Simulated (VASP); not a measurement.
# KI in VASP: a series of runs

Runs on KI. Level: PBE. Tasks: single point.

Program: VASP 6.6.1. These are calculated values, not measurements. Logs are shortened: lines on timing, memory, paths and dates and some standing lists are left out, and cuts for length are marked.

## (1) The cell of the first run

Symmetry: I4mm, No. 107, tetragonal system. The conventional cell has a = 4.984 Å, b = 4.984 Å, c = 7.049 Å, α = 90.00°, β = 90.00°, γ = 90.00°. K (site symmetry 4mm) has 6 I at 3.40 to 3.64 Å within 4.5 Å. I (site symmetry 4mm) has 6 K at 3.40 to 3.64 Å within 4.5 Å.

## (2) Single point, PBE (atom 1 (K) moved by [0.12, 0.0, 0.0] A)

INCAR

```
SYSTEM = KI
ALGO     = Normal         ! electronic algorithm
EDIFF    = 1E-6           ! SCF threshold, eV
ENCUT    = 520            ! plane-wave cutoff, eV
GGA      = PE             ! functional
ISIF     = 2              ! what is computed and relaxed
ISMEAR   = -1             ! smearing method
LASPH    = .TRUE.         ! aspherical terms in the spheres
LCHARG   = .FALSE.        ! write CHGCAR
LREAL    = .FALSE.        ! projectors in reciprocal space
LWAVE    = .FALSE.        ! write WAVECAR
NBANDS   = 15             ! bands
NELM     = 60             ! most SCF steps
PREC     = Accurate       ! precision mode
SIGMA    = 0.01           ! smearing width, eV
```

KPOINTS

```
k-points
0
G
  8 8 8
  0 0 0
```

POSCAR

```
KI
1.0
    0.0000000000      3.5245500000      3.5245500000
    3.5245500000      0.0000000000      3.5245500000
    3.5245500000      3.5245500000      0.0000000000
K I
1 1
Direct
   -0.0170234498      0.0170234498      0.0170234498
    0.5000000000      0.5000000000      0.5000000000
```

Potentials or basis: VASP PAW PBE potentials, release 64 (K_sv, I).

The run is started by

```bash
$ cat potpaw_PBE.64/K_sv/POTCAR potpaw_PBE.64/I/POTCAR > POTCAR
$ mpirun -np 1 vasp_std > vasp.out
```

OUTCAR:

```text
SYSTEM = KI
   EDIFF = 1E-6
   ENCUT = 520
   GGA = PE
   ISIF = 2
   ISMEAR = -1
   LASPH = .TRUE.
   LREAL = .FALSE.
   NELM = 60
   PREC = Accurate

 ion  position               nearest neighbor table
   1  0.983  0.017  0.017-   2 3.40   2 3.53   2 3.53   2 3.53   2 3.53   2 3.64
   2  0.500  0.500  0.500-   1 3.40   1 3.53   1 3.53   1 3.53   1 3.53   1 3.64

  LATTYP: Found a face centered cubic cell.
 ALAT       =     7.0491000000

  Lattice vectors:

 A1 = (   0.0000000000,   3.5245500000,   3.5245500000)
 A2 = (   3.5245500000,   0.0000000000,   3.5245500000)
 A3 = (   3.5245500000,   3.5245500000,   0.0000000000)

Analysis of symmetry for initial positions (statically):
=====================================================================
 Subroutine PRICEL returns:
 Original cell was already a primitive cell.

 Routine SETGRP: Setting up the symmetry group for a
 face centered cubic supercell.

 Subroutine GETGRP returns: Found  8 space group operations
 (whereof  8 operations were pure point group operations)
 out of a pool of 48 trial point group operations.

The static configuration has the point symmetry C_4v.

Analysis of symmetry for dynamics (positions and initial velocities):
=====================================================================
 Subroutine PRICEL returns:
 Original cell was already a primitive cell.

 Routine SETGRP: Setting up the symmetry group for a
 face centered cubic supercell.

 Subroutine GETGRP returns: Found  8 space group operations
 (whereof  8 operations were pure point group operations)
 out of a pool of 48 trial point group operations.

The dynamic configuration has the point symmetry C_4v.

 Subroutine INISYM returns: Found  8 space group operations
 (whereof  8 operations are pure point group operations),
 and found     1 'primitive' translations

----------------------------------------------------------------------------------------

                                     Primitive cell

  volume of cell :      87.5671

  direct lattice vectors                    reciprocal lattice vectors
     0.000000000  3.524550000  3.524550000    -0.141862082  0.141862082  0.141862082
     3.524550000  0.000000000  3.524550000     0.141862082 -0.141862082  0.141862082
     3.524550000  3.524550000  0.000000000     0.141862082  0.141862082 -0.141862082

  length of vectors
     4.984466411  4.984466411  4.984466411     0.245712333  0.245712333  0.245712333

  position of ions in fractional coordinates (direct lattice)
     0.982976550  0.017023450  0.017023450
     0.500000000  0.500000000  0.500000000

  ion indices of the primitive-cell ions
   primitive index   ion index
                 1           1
                 2           2

----------------------------------------------------------------------------------------

 KPOINTS: k-points

Automatic generation of k-mesh.
 Grid dimensions read from file:
 generate k-points for:    8    8    8

 Generating k-lattice:

  Cartesian coordinates                     Fractional coordinates (reciprocal lattice)
    -0.017732760  0.017732760  0.017732760     0.125000000  0.000000000  0.000000000
     0.017732760 -0.017732760  0.017732760     0.000000000  0.125000000  0.000000000
     0.017732760  0.017732760 -0.017732760     0.000000000  0.000000000  0.125000000

  Length of vectors
     0.030714042  0.030714042  0.030714042

  Shift w.r.t. Gamma in fractional coordinates (k-lattice)
     0.000000000  0.000000000  0.000000000

 Subroutine IBZKPT returns following result:
 ===========================================

 Found     59 irreducible k-points:

 Following reciprocal coordinates:
            Coordinates               Weight
  0.000000  0.000000  0.000000      1.000000
  0.125000  0.000000  0.000000      8.000000
  0.250000  0.000000  0.000000      8.000000
  0.375000  0.000000  0.000000      8.000000
  0.500000  0.000000  0.000000      4.000000
  0.125000  0.125000  0.000000      4.000000
[... 16 lines left out ...]
  0.000000  0.375000  0.250000      8.000000
  0.500000  0.250000  0.000000     16.000000
 [... further k-points ...]
   k-points           NKPTS =     59   k-points in BZ     NKDIM =     59   number of bands    NBANDS=     15
   number of dos      NEDOS =    301   number of ions     NIONS =      2
   total plane-waves  NPLWV =  64000
   dimension x,y,z NGX =    40 NGY =   40 NGZ =   40
   dimension x,y,z NGXF=    80 NGYF=   80 NGZF=   80
   ions per type =               1   1
   NGX,Y,Z   is equivalent  to a cutoff of  13.34, 13.34, 13.34 a.u.
   NGXF,Y,Z  is equivalent  to a cutoff of  26.68, 26.68, 26.68 a.u.
 SYSTEM =  KI
   PREC   = accura    normal or accurate (medium, high low for compatibility)
   ISTART =      0    job   : 0-new  1-cont  2-samecut
   ICHARG =      2    charge: 1-file 2-atom 10-const
   ISPIN  =      1    spin polarized calculation?
   LNONCOLLINEAR =      F non collinear calculations
   LSORBIT =      F    spin-orbit coupling
   LASPH  =      T    aspherical Exc in radial PAW
   ENCUT  =  520.0 eV  38.22 Ry    6.18 a.u.   9.27  9.27  9.27*2*pi/ulx,y,z
   NELM   =     60;   NELMIN=  2; NELMDL= -5     # of ELM steps
   EDIFF  = 0.1E-05   stopping-criterion for ELM
   LREAL  =      F    real-space projection
   EDIFFG = 0.1E-04   stopping-criterion for IOM
   NSW    =      0    number of steps for IOM
   IBRION =     -1    ionic relax: 0-MD 1-quasi-New 2-CG
   NFREE  =      0    steps in history (QN), initial steepest desc. (CG)
   ISIF   =      2    stress and relaxation
   ISYM   =      2    0-nonsym 1-usesym 2-fastsym
   POTIM  = 0.5000    time-step for ionic-motion
   TEBEG  =    0.0;   TEEND  =   0.0 temperature during run
   PSTRESS=    0.0 pullay stress
   NELECT =      16.0000    total number of electrons
   NUPDOWN=      -1.0000    fix difference up-down
   EMIN   =  10.00;   EMAX   =-10.00  energy-range for DOS
   EFERMI =   0.00;   METHOD = LEGACY
   ISMEAR =    -1;   SIGMA  =   0.01  broadening in eV -4-tet -1-fermi 0-gaus
   EFERMI_NEDOS =   21; number of points for ismear=-14 and -15
   IALGO  =     38    algorithm
   IMIX   =      4    mixing-type and parameters
     AMIX     =   0.40;   BMIX     =  1.00
     AMIX_MAG =   1.60;   BMIX_MAG =  1.00
  volume/ion in A,a.u.               =      43.78       295.47
  Fermi-wavevector in a.u.,A,eV,Ry     =   0.928969  1.755497 11.741598  0.862983
  Thomas-Fermi vector in A             =   2.055202
   LORBIT       =      0    0 simple, 1 ext, 2 COOP (PROOUT), +10 PAW based schemes
   GGA     = PE    functional components
   LHFCALC =     F    Hartree Fock is set to
   AEXX    =    0.0000 exact exchange contribution
   IVDW    =     0    specifies the selected vdW correction
   LEPSILON=     F    determine dielectric tensor
   LRPA    =     F    only Hartree local field effects (RPA)
 non-spin polarized calculation
  energy-cutoff  :      520.00
  volume of cell :       87.57
 maximum number of plane-waves:      2397
 NGX is ok and might be reduce to    40
   NGX = 19   NGY = 19   NGZ = 19

 number of electron      16.0000000 magnetization

 Free energy of the ion-electron system (eV)
  ---------------------------------------------------
  ext. energy  EPLUGINS =         0.00000000
  ---------------------------------------------------
  free energy    TOTEN  =        -5.54553880 eV

  energy without entropy =       -5.54553880  energy(sigma->0) =       -5.54553880

 E-fermi :  -0.0955     XC(G=0):  -7.2037

 val. band max:       -0.3832048699   @ k =   0.0000   0.0000   0.0000
 cond. band min:       3.5994687735   @ k =   0.0000   0.0000   0.0000
 fundamental gap:      3.9826736434
 Fermi energy:        -0.0955016935

 k-point     1 :       0.0000    0.0000    0.0000
  band No.  band energies     occupation
      1     -28.8662      2.00000
      2     -12.3589      2.00000
      3     -12.3549      2.00000
      4     -12.3549      2.00000
      5     -10.8912      2.00000
      6      -0.3842      2.00000
      7      -0.3832      2.00000
      8      -0.3832      2.00000
      9       3.5995      0.00000
     10       6.1215      0.00000
     11       6.1241      0.00000
     12       6.1241      0.00000
     13       6.8407      0.00000
     14       6.8611      0.00000
     15       9.3959      0.00000

 k-point     2 :       0.1250    0.0000    0.0000
  band No.  band energies     occupation
      1     -28.8659      2.00000
      2     -12.3828      2.00000
      3     -12.3568      2.00000
      4     -12.3553      2.00000
      5     -10.8468      2.00000
      6      -0.6432      2.00000
      7      -0.4370      2.00000
      8      -0.4368      2.00000
      9       3.9835      0.00000
     10       6.0436      0.00000
     11       6.2877      0.00000
     12       6.2889      0.00000
     13       7.0267      0.00000
     14       7.0504      0.00000
     15       9.9241      0.00000

 k-point     3 :       0.2500    0.0000    0.0000
  band No.  band energies     occupation
      1     -28.8651      2.00000
      2     -12.4393      2.00000
      3     -12.3577      2.00000
      4     -12.3562      2.00000
      5     -10.7437      2.00000
      6      -1.1500      2.00000
      7      -0.5602      2.00000
      8      -0.5598      2.00000
      9       4.6951      0.00000
     10       6.1917      0.00000
     11       6.7199      0.00000
     12       6.7223      0.00000
     13       7.5601      0.00000
     14       7.5874      0.00000
     15       9.9345      0.00000
[... 343 lines left out ...]
 k-point    23 :       0.0000    0.3750    0.2500
  band No.  band energies     occupation
      1     -28.8642      2.00000
      2     -12.4357      2.00000
      3     -12.3681      2.00000
      4     -12.3667      2.00000
      5     -10.7140      2.00000
      6      -1.3357      2.00000
      7      -0.7277      2.00000
      8      -0.6693      2.00000
      9       5.0473      0.00000
     10       5.4906      0.00000
     11       7.4649      0.00000
     12       7.4748      0.00000
     13       8.2354      0.00000
     14       8.2826      0.00000
     15       9.6500      0.00000

 k-point    24 :       0.5000    0.2500    0.0000
  band No.  band energies     occupation
      1     -28.8637      2.00000
      2     -12.4509      2.00000
      3     -12.3752      2.00000
      4     -12.3667      2.00000
      5     -10.6718      2.00000
      6      -1.4225      2.00000
      7      -0.9296      2.00000
      8      -0.7366      2.00000
      9       5.2829      0.00000
     10       6.3470      0.00000
     11       6.9622      0.00000
     12       7.8918      0.00000
     13       8.3743      0.00000
     14       8.7178      0.00000
     15       9.4032      0.00000

 [... further k-points ...]

------------------------ aborting loop because EDIFF is reached ----------------------------------------

  FORCE on cell =-STRESS in cart. coord.  units (eV):
  Direction    XX          YY          ZZ          XY          YZ          ZX
  --------------------------------------------------------------------------------------
  -------------------------------------------------------------------------------------
  Total        0.5080308      0.3836146      0.3836146     -0.0000000      0.0000000      0.0000000
  in kB        9.2952182      7.0188298      7.0188298     -0.0000000      0.0000000      0.0000000
  external PRESSURE =       7.7776259 kB  Pullay stress =       0.0000000 kB

 VOLUME and BASIS-vectors are now :
 -----------------------------------------------------------------------------
  energy-cutoff  :      520.00
  volume of cell :       87.57
      direct lattice vectors                 reciprocal lattice vectors
     0.000000000  3.524550000  3.524550000    -0.141862082  0.141862082  0.141862082
     3.524550000  0.000000000  3.524550000     0.141862082 -0.141862082  0.141862082
     3.524550000  3.524550000  0.000000000     0.141862082  0.141862082 -0.141862082

 POSITION                                       TOTAL-FORCE (eV/Angst)
 -----------------------------------------------------------------------------------
      0.12000      3.52455      3.52455        -0.140458      0.000000      0.000000
      3.52455      3.52455      3.52455         0.140458      0.000000      0.000000
 -----------------------------------------------------------------------------------
    total drift:                                0.000172      0.000000      0.000000

  FREE ENERGIE OF THE ION-ELECTRON SYSTEM (eV)
  ---------------------------------------------------
  free  energy   TOTEN  =        -5.5455387983 eV

  energy  without entropy=       -5.5455387983  energy(sigma->0) =       -5.54553880
```

Wall time 2.4 min (1 thread of Intel Xeon 8259CL, shared host); peak memory 0.28 GiB.

What came out:

```
Free energy            : -5.5455 eV
Pressure               : 0.8 GPa
Largest force          : 0.140 eV/Å
Band gap on the k mesh : 3.98 eV
```

Forces on the atoms (eV/Å):
```
K   -0.140  0.000  0.000
I    0.140  0.000  0.000
```

Levels at points of the mesh, in eV from the valence-band top:
```csv
k point,band 6,band 7,band 8,band 9,band 10,band 11
"(0.00, 0.00, 0.00)",0.00,0.00,0.00,3.98,6.50,6.51
"(0.50, 0.00, 0.00)",-1.33,-0.34,-0.34,5.53,7.70,8.15
"(0.50, 0.50, 0.00)",-1.00,-0.37,-0.37,4.94,5.78,8.11
"(0.00, 0.50, 0.50)",-1.00,-0.37,-0.37,4.93,5.79,8.12
```

Caveat: the cell differs from its parent crystal (atom 1 (K) moved by [0.12, 0.0, 0.0] A); spin-orbit coupling is left out, which moves the levels of the heavy elements.

## (3) Single point, PBE (x and y stretched by +1 %, z held)

INCAR

```
SYSTEM = KI
PREC     = Accurate       ! precision mode
ENCUT    = 520            ! plane-wave cutoff, eV
EDIFF    = 1E-7           ! SCF threshold, eV
ISMEAR   = -1             ! smearing method
SIGMA    = 0.01           ! smearing width, eV
LREAL    = .False.        ! projectors in reciprocal space
LASPH    = .True.         ! aspherical terms in the spheres
NELM     = 100            ! most SCF steps
ALGO     = Normal         ! electronic algorithm
ISIF     = 2              ! what is computed and relaxed
LWAVE    = .False.        ! write WAVECAR
LCHARG   = .False.        ! write CHGCAR
GGA      = PE             ! functional
NBANDS   = 15             ! bands
```

KPOINTS

```
regular mesh
0
Gamma
  8 8 8
  0 0 0
```

POSCAR

```
KI
1.0
    0.0000000000      3.5597955000      3.5245500000
    3.5597955000      0.0000000000      3.5245500000
    3.5597955000      3.5597955000      0.0000000000
K I
1 1
Direct
    0.0000000000      0.0000000000      0.0000000000
    0.5000000000      0.5000000000      0.5000000000
```

Potentials or basis: VASP PAW PBE potentials, release 64 (K_sv, I).

The run is started by

```bash
$ cat potpaw_PBE.64/K_sv/POTCAR potpaw_PBE.64/I/POTCAR > POTCAR
$ mpirun -np 1 vasp_std > vasp.out
```

It took 2.8 min on 1 thread of Intel Xeon 8259CL, shared host; peak memory 0.28 GiB.

It converged, with:

```
Free energy            : -5.5598 eV
Pressure               : 0.4 GPa
Band gap on the k mesh : 3.93 eV
```

Stress tensor (GPa, compression positive):
```
0.36 0.00 0.00
0.00 0.36 0.00
0.00 0.00 0.62
```

Levels at points of the mesh, in eV from the valence-band top:
```csv
k point,band 6,band 7,band 8,band 9,band 10,band 11
"(0.00, 0.00, 0.00)",0.00,0.00,0.00,3.93,6.48,6.48
"(0.50, 0.00, 0.00)",-1.29,-0.33,-0.32,5.51,7.67,8.08
"(0.50, 0.50, 0.00)",-0.97,-0.37,-0.37,4.95,5.74,8.10
"(0.50, 0.00, 0.50)",-0.98,-0.36,-0.35,4.96,5.73,8.07
```

Caveat: the cell differs from its parent crystal (x and y stretched by +1 %, z held); spin-orbit coupling is left out, which moves the levels of the heavy elements. A k mesh can miss the band edges.

(Continued in part 2 of 2.)
